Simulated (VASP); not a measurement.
# Si12TeO23 (a cell with a defect) in VASP: a series of runs

Aim: see how the results for Si12TeO23 (a cell with a defect) move with the level of theory and the settings. Levels: PBE, r2SCAN. Tasks: electric field gradients.

Program: VASP 6.6.1. These are calculated values, not measurements. Logs are shortened: lines on timing, memory, paths and dates and some standing lists are left out, and cuts for length are marked.

## Step 1: The cell of the first run

The cell holds a defect, 36 atoms: a = 8.780 Å, b = 8.780 Å, c = 8.558 Å, α = 90.00°, β = 90.00°, γ = 120.00°.

## Step 2: Electric field gradients, PBE

INCAR

```
  PREC = Accurate
  ENCUT = 520
  EDIFF = 1E-8
  ISMEAR = -1
  SIGMA = 0.01
  LREAL = Auto
  LASPH = T
  NELM = 100
  ALGO = Normal
  ISIF = 2
  LWAVE = F
  LCHARG = F
  GGA = PE
  LEFG = T
  NBANDS = 120
  LUSENCCL = F
```

KPOINTS

```
regular mesh
0
Gamma
  3 3 2
```

POSCAR

```
Si12TeO23
1.0
    7.6036108327      4.3899467611      0.0000000000
   -7.6036108327      4.3899467611      0.0000000000
    0.0000000000      0.0000000000      8.5584885400
Si O Te
12 23 1
Direct
    0.3333333333      0.0000000000      0.9371258000
    0.6666666667      0.6666666667      0.9371258000
    0.0000000000      0.3333333333      0.9371258000
    0.3333333333      0.0000000000      0.5628742000
    0.6666666667      0.6666666667      0.5628742000
    0.0000000000      0.3333333333      0.5628742000
    0.3333333333      0.3333333333      0.0628742000
    0.6666666667      0.0000000000      0.0628742000
    0.0000000000      0.6666666667      0.0628742000
    0.3333333333      0.3333333333      0.4371258000
    0.6666666667      0.0000000000      0.4371258000
    0.0000000000      0.6666666667      0.4371258000
    0.1404195817      0.2808391633      0.0000000000
    0.4737529150      0.9475058300      0.0000000000
    0.8070862483      0.6141724967      0.0000000000
    0.2808391633      0.1404195817      0.5000000000
    0.6141724967      0.8070862483      0.5000000000
    0.9475058300      0.4737529150      0.5000000000
    0.1929137517      0.8070862483      0.5000000000
    0.5262470850      0.4737529150      0.5000000000
    0.8595804183      0.1404195817      0.5000000000
    0.3858275033      0.1929137517      0.0000000000
    0.7191608367      0.8595804183      0.0000000000
    0.0524941700      0.5262470850      0.0000000000
    0.1929137517      0.3858275033      0.5000000000
    0.5262470850      0.0524941700      0.5000000000
    0.8595804183      0.7191608367      0.5000000000
    0.6666666667      0.6666666667      0.7500000000
    0.0000000000      0.3333333333      0.7500000000
    0.3333333333      0.3333333333      0.2500000000
    0.6666666667      0.0000000000      0.2500000000
    0.0000000000      0.6666666667      0.2500000000
    0.1404195817      0.8595804183      0.0000000000
    0.4737529150      0.5262470850      0.0000000000
    0.8070862483      0.1929137517      0.0000000000
    0.3333333333      0.0000000000      0.7500000000
```

Potentials or basis: VASP PAW PBE potentials, release 64 (Si, O, Te).

On the command line:

```bash
$ cat potpaw_PBE.64/Si/POTCAR potpaw_PBE.64/O/POTCAR potpaw_PBE.64/Te/POTCAR > POTCAR
$ mpirun -np 1 vasp_std > vasp.out
```

OUTCAR:

```text
PREC = Accurate
   ENCUT = 520
   EDIFF = 1E-8
   ISMEAR = -1
   LREAL = Auto
   LASPH = T
   NELM = 100
   ISIF = 2
   GGA = PE

 ion  position               nearest neighbor table
   1  0.333  0.000  0.937-  36 1.60  33 1.61  14 1.61  22 1.61   7 3.12   9 3.12   8 3.12
   2  0.667  0.667  0.937-  28 1.60  15 1.61  23 1.61  34 1.61   8 3.12   9 3.12   7 3.12
   3  0.000  0.333  0.937-  29 1.60  35 1.61  13 1.61  24 1.61   7 3.12   8 3.12   9 3.12
   4  0.333  0.000  0.563-  36 1.60  19 1.61  16 1.61  26 1.61  10 3.12  12 3.12  11 3.12
   5  0.667  0.667  0.563-  28 1.60  17 1.61  27 1.61  20 1.61  11 3.12  12 3.12  10 3.12
   6  0.000  0.333  0.563-  29 1.60  21 1.61  18 1.61  25 1.61  10 3.12  11 3.12  12 3.12
   7  0.333  0.333  0.063-  30 1.60  22 1.61  13 1.61  34 1.61   1 3.12   3 3.12   2 3.12
   8  0.667  0.000  0.063-  31 1.60  35 1.61  23 1.61  14 1.61   2 3.12   3 3.12   1 3.12
   9  0.000  0.667  0.063-  32 1.60  33 1.61  24 1.61  15 1.61   2 3.12   1 3.12   3 3.12
  10  0.333  0.333  0.437-  30 1.60  25 1.61  16 1.61  20 1.61   4 3.12   6 3.12   5 3.12
  11  0.667  0.000  0.437-  31 1.60  21 1.61  26 1.61  17 1.61   5 3.12   6 3.12   4 3.12
  12  0.000  0.667  0.437-  32 1.60  19 1.61  27 1.61  18 1.61   5 3.12   4 3.12   6 3.12
  13  0.140  0.281  0.000-   7 1.61   3 1.61
  14  0.474  0.948  0.000-   1 1.61   8 1.61  36 2.62
  15  0.807  0.614  0.000-   2 1.61   9 1.61
  16  0.281  0.140  0.500-  10 1.61   4 1.61  36 2.62
  17  0.614  0.807  0.500-   5 1.61  11 1.61
  18  0.948  0.474  0.500-   6 1.61  12 1.61
  19  0.193  0.807  0.500-   4 1.61  12 1.61  36 2.62
  20  0.526  0.474  0.500-   5 1.61  10 1.61
  21  0.860  0.140  0.500-   6 1.61  11 1.61
  22  0.386  0.193  0.000-   7 1.61   1 1.61  36 2.62
  23  0.719  0.860  0.000-   2 1.61   8 1.61
  24  0.052  0.526  0.000-   9 1.61   3 1.61
  25  0.193  0.386  0.500-  10 1.61   6 1.61
  26  0.526  0.052  0.500-  11 1.61   4 1.61  36 2.62
  27  0.860  0.719  0.500-   5 1.61  12 1.61
  28  0.667  0.667  0.750-   2 1.60   5 1.60
  29  0.000  0.333  0.750-   3 1.60   6 1.60
  30  0.333  0.333  0.250-   7 1.60  10 1.60
  31  0.667  0.000  0.250-   8 1.60  11 1.60
  32  0.000  0.667  0.250-   9 1.60  12 1.60
  33  0.140  0.860  0.000-   1 1.61   9 1.61  36 2.62
  34  0.474  0.526  0.000-   2 1.61   7 1.61
  35  0.807  0.193  0.000-   3 1.61   8 1.61
  36  0.333  0.000  0.750-   1 1.60   4 1.60  33 2.62  19 2.62  16 2.62  14 2.62  22 2.62  26 2.62

 -----------------------------------------------------------------------------
|                                                                             |
|           W    W    AA    RRRRR   N    N  II  N    N   GGGG   !!!           |
|           W    W   A  A   R    R  NN   N  II  NN   N  G    G  !!!           |
|           W    W  A    A  R    R  N N  N  II  N N  N  G       !!!           |
|           W WW W  AAAAAA  RRRRR   N  N N  II  N  N N  G  GGG   !            |
|           WW  WW  A    A  R   R   N   NN  II  N   NN  G    G                |
|           W    W  A    A  R    R  N    N  II  N    N   GGGG   !!!           |
|                                                                             |
|     The distance between some ions is very small. Please check the          |
|     nearest-neighbor list in the OUTCAR file.                               |
|     I HOPE YOU KNOW WHAT YOU ARE DOING!                                     |
|                                                                             |
 -----------------------------------------------------------------------------

  LATTYP: Found a hexagonal cell.
 ALAT       =     8.7798935222
 C/A-ratio  =     0.9747827258

  Lattice vectors:

 A1 = (   7.6036108327,   4.3899467611,   0.0000000000)
 A2 = (  -7.6036108327,   4.3899467611,   0.0000000000)
 A3 = (   0.0000000000,   0.0000000000,   8.5584885400)

Analysis of symmetry for initial positions (statically):
=====================================================================
 Subroutine PRICEL returns:
 Original cell was already a primitive cell.

 Routine SETGRP: Setting up the symmetry group for a
 hexagonal supercell.

 Subroutine GETGRP returns: Found  6 space group operations
 (whereof  1 operations were pure point group operations)
 out of a pool of 24 trial point group operations.

The static configuration has the point symmetry C_1 .
[... 173 lines left out ...]
   TEBEG  =    0.0;   TEEND  =   0.0 temperature during run
   PSTRESS=    0.0 pullay stress
   NELECT =     192.0000    total number of electrons
   NUPDOWN=      -1.0000    fix difference up-down
   EMIN   =  10.00;   EMAX   =-10.00  energy-range for DOS
   EFERMI =   0.00;   METHOD = LEGACY
   ISMEAR =    -1;   SIGMA  =   0.01  broadening in eV -4-tet -1-fermi 0-gaus
   EFERMI_NEDOS =   21; number of points for ismear=-14 and -15
   IALGO  =     38    algorithm
   IMIX   =      4    mixing-type and parameters
     AMIX     =   0.40;   BMIX     =  1.00
     AMIX_MAG =   1.60;   BMIX_MAG =  1.00
  volume/ion in A,a.u.               =      15.87       107.10
  Fermi-wavevector in a.u.,A,eV,Ry     =   1.138168  2.150826 17.625357  1.295427
  Thomas-Fermi vector in A             =   2.274873
   LORBIT       =      0    0 simple, 1 ext, 2 COOP (PROOUT), +10 PAW based schemes
   GGA     = PE    functional components
[... 5 lines left out ...]
 non-spin polarized calculation
  energy-cutoff  :      520.00
  volume of cell :      571.36
 maximum number of plane-waves:     15414
 NGX is ok and might be reduce to    70
   NGX = 33   NGY = 33   NGZ = 31

 number of electron     191.9999920 magnetization

 Free energy of the ion-electron system (eV)
  ---------------------------------------------------
  ext. energy  EPLUGINS =         0.00000000
  ---------------------------------------------------
  free energy    TOTEN  =      -247.92866871 eV

  energy without entropy =     -247.92866871  energy(sigma->0) =     -247.92866871

 E-fermi :   1.2539     XC(G=0):  -7.9712

 val. band max:        0.9585311809   @ k =   0.0000   0.0000   0.0000
 cond. band min:       5.6295521337   @ k =   0.0000   0.0000   0.0000
 fundamental gap:      4.6710209528
 Fermi energy:         1.2539338859

 k-point     1 :       0.0000    0.0000    0.0000
  band No.  band energies     occupation
      1     -19.4787      2.00000
      2     -19.1105      2.00000
      3     -18.8797      2.00000
      4     -18.8140      2.00000
      5     -18.8140      2.00000
      6     -18.6575      2.00000
[... 655 lines left out ...]
    107       9.0913      0.00000
    108       9.0992      0.00000
 [bands above 108 left out]

------------------------ aborting loop because EDIFF is reached ----------------------------------------

  FORCE on cell =-STRESS in cart. coord.  units (eV):
  Direction    XX          YY          ZZ          XY          YZ          ZX
  --------------------------------------------------------------------------------------
  -------------------------------------------------------------------------------------
  Total       20.3752741     20.3752741    212.4646550      0.0000000      0.0000000     -0.0000000
  in kB       57.1357376     57.1357376    595.7870671      0.0000000      0.0000000     -0.0000000
  external PRESSURE =     236.6861807 kB  Pullay stress =       0.0000000 kB

 VOLUME and BASIS-vectors are now :
 -----------------------------------------------------------------------------
  energy-cutoff  :      520.00
  volume of cell :      571.36
      direct lattice vectors                 reciprocal lattice vectors
     7.603610833  4.389946761  0.000000000     0.065758231  0.113896598 -0.000000000
    -7.603610833  4.389946761  0.000000000    -0.065758231  0.113896598  0.000000000
     0.000000000  0.000000000  8.558488540     0.000000000 -0.000000000  0.116843061

 POSITION                                       TOTAL-FORCE (eV/Angst)
 -----------------------------------------------------------------------------------
      2.53454      1.46332      8.02038        -0.000000      0.000000     53.999024
      0.00000      5.85326      8.02038        -0.000000      0.000000      0.112655
     -2.53454      1.46332      8.02038        -0.000000      0.000000      0.083330
      2.53454      1.46332      4.81735        -0.000000      0.000000    -53.999024
      0.00000      5.85326      4.81735        -0.000000      0.000000     -0.083330
     -2.53454      1.46332      4.81735        -0.000000      0.000000     -0.112655
[... 28 lines left out ...]
      4.66993      4.38995      0.00000        -0.254767      0.030000     -0.058547
      2.53454      1.46332      6.41887        -0.000000      0.000000      0.000000
 -----------------------------------------------------------------------------------
    total drift:                                0.000017      0.000010     -0.000000

  FREE ENERGIE OF THE ION-ELECTRON SYSTEM (eV)
  ---------------------------------------------------
  free  energy   TOTEN  =      -247.9286687051 eV

  energy  without entropy=     -247.9286687051  energy(sigma->0) =     -247.92866871

 Electric field gradients (V/A^2)
---------------------------------------------------------------------
 ion       V_xx      V_yy      V_zz      V_xy      V_xz      V_yz
---------------------------------------------------------------------
   1      53.085    53.085  -106.171     0.000    -0.000    -0.000
   2       0.175     0.175    -0.351    -0.000    -0.000     0.000
   3       0.200     0.200    -0.400    -0.000     0.000    -0.000
   4      53.085    53.085  -106.171     0.000     0.000     0.000
   5       0.200     0.200    -0.401     0.000    -0.000    -0.000
   6       0.175     0.175    -0.351    -0.000    -0.000     0.000
[... 28 lines left out ...]
  35     -39.982    74.009   -34.028     0.056     0.156   -46.187
  36     506.038   506.038 -1012.075    -0.000    -0.000     0.000
---------------------------------------------------------------------

 Electric field gradients after diagonalization (V/A^2)
 (convention: |V_zz| > |V_xx| > |V_yy|)
----------------------------------------------------------------------
 ion       V_xx      V_yy      V_zz     asymmetry (V_yy - V_xx)/ V_zz
----------------------------------------------------------------------
   1      53.085    53.085  -106.171       0.000
   2       0.175     0.175    -0.351       0.000
   3       0.200     0.200    -0.400       0.001
   4      53.085    53.085  -106.171       0.000
   5       0.200     0.200    -0.401       0.000
   6       0.175     0.175    -0.351       0.000
[... 28 lines left out ...]
  35     -51.083   -39.979    91.063       0.122
  36     506.038   506.038 -1012.075       0.000
----------------------------------------------------------------------

           NMR quadrupolar parameters

 Cq : quadrupolar parameter    Cq=e*Q*V_zz/h
 eta: asymmetry parameters     (V_yy - V_xx)/ V_zz
 Q  : nuclear electric quadrupole moment in mb (millibarn)
----------------------------------------------------------------------
 ion       Cq(MHz)       eta       Q (mb)
----------------------------------------------------------------------
   1      -0.257       0.000       1.000
   2      -0.001       0.000       1.000
   3      -0.001       0.001       1.000
   4      -0.257       0.000       1.000
   5      -0.001       0.000       1.000
   6      -0.001       0.000       1.000
[... 28 lines left out ...]
  35       0.220       0.122       1.000
  36      -2.447       0.000       1.000
----------------------------------------------------------------------
```

It took 2 min on 1 × NVIDIA H100 80GB with 1 thread of AMD EPYC 7R13 (Zen 3), shared host; peak memory 1.6 GiB.

What came out:

- Free energy: -247.9287 eV
- Pressure: 23.7 GPa
- Largest force: 53.999 eV/Å
- Band gap on the k mesh: 4.67 eV

Forces in eV/Å, atoms in the order of the input:
```
Si    0.000   0.000  53.999
Si    0.000   0.000   0.113
Si    0.000   0.000   0.083
Si    0.000   0.000 -53.999
Si    0.000   0.000  -0.083
Si    0.000   0.000  -0.113
Si    0.162   0.012   0.194
Si   -0.070  -0.146   0.194
Si   -0.092   0.134   0.194
Si    0.070  -0.146  -0.194
Si   -0.162   0.012  -0.194
Si    0.092   0.134  -0.194
O     0.101  -0.236  -0.059
O     1.238   0.166   1.654
O     0.106  -0.252  -0.062
O    -1.238   0.166  -1.654
O    -0.101  -0.236   0.059
O    -0.106  -0.252   0.062
O     0.475  -1.155  -1.654
O     0.255   0.030   0.059
O     0.271   0.035   0.062
O    -0.763   0.989   1.654
O     0.166   0.218  -0.062
O     0.153   0.206  -0.059
O    -0.166   0.218   0.062
O     0.763   0.989  -1.654
O    -0.153   0.206   0.059
O     0.000   0.000  -0.008
O     0.000   0.000   0.008
O    -0.105   0.061   0.000
O     0.105   0.061   0.000
O     0.000  -0.121   0.000
O    -0.475  -1.155   1.654
O    -0.271   0.035  -0.062
O    -0.255   0.030  -0.059
Te    0.000   0.000   0.000
```

Electric field gradients, principal values (V/Å²):
```csv
atom,least,middle,greatest (by size)
1 Si,53.085,53.085,-106.171
2 Si,0.175,0.175,-0.351
3 Si,0.200,0.200,-0.400
4 Si,53.085,53.085,-106.171
5 Si,0.200,0.200,-0.401
6 Si,0.175,0.175,-0.351
7 Si,-0.263,-1.439,1.701
8 Si,-0.263,-1.438,1.701
9 Si,-0.263,-1.439,1.701
10 Si,-0.263,-1.439,1.701
11 Si,-0.263,-1.438,1.701
12 Si,-0.263,-1.439,1.701
13 O,-39.976,-51.081,91.057
14 O,-31.258,-53.211,84.469
15 O,-40.135,-51.157,91.292
16 O,-31.257,-53.211,84.468
17 O,-39.972,-51.084,91.057
18 O,-40.139,-51.153,91.293
19 O,-31.260,-53.214,84.474
20 O,-39.977,-51.081,91.058
21 O,-40.139,-51.153,91.292
22 O,-31.253,-53.214,84.468
23 O,-40.139,-51.153,91.292
24 O,-39.977,-51.081,91.058
25 O,-40.135,-51.156,91.292
26 O,-31.258,-53.211,84.469
27 O,-39.976,-51.081,91.057
28 O,-48.199,-48.200,96.399
29 O,-48.196,-48.201,96.397
30 O,-47.577,-48.620,96.197
31 O,-47.573,-48.622,96.195
32 O,-47.578,-48.617,96.195
33 O,-31.257,-53.211,84.468
34 O,-40.140,-51.153,91.293
35 O,-39.979,-51.083,91.063
36 Te,506.038,506.038,-1012.075
```

Caveat: without QUAD_EFG the Cq values of the log hold for a quadrupole moment of 1 mb, not for the nuclei; spin-orbit coupling is left out, which moves the levels of the heavy elements.

(Part 1 of 2 ends here.)
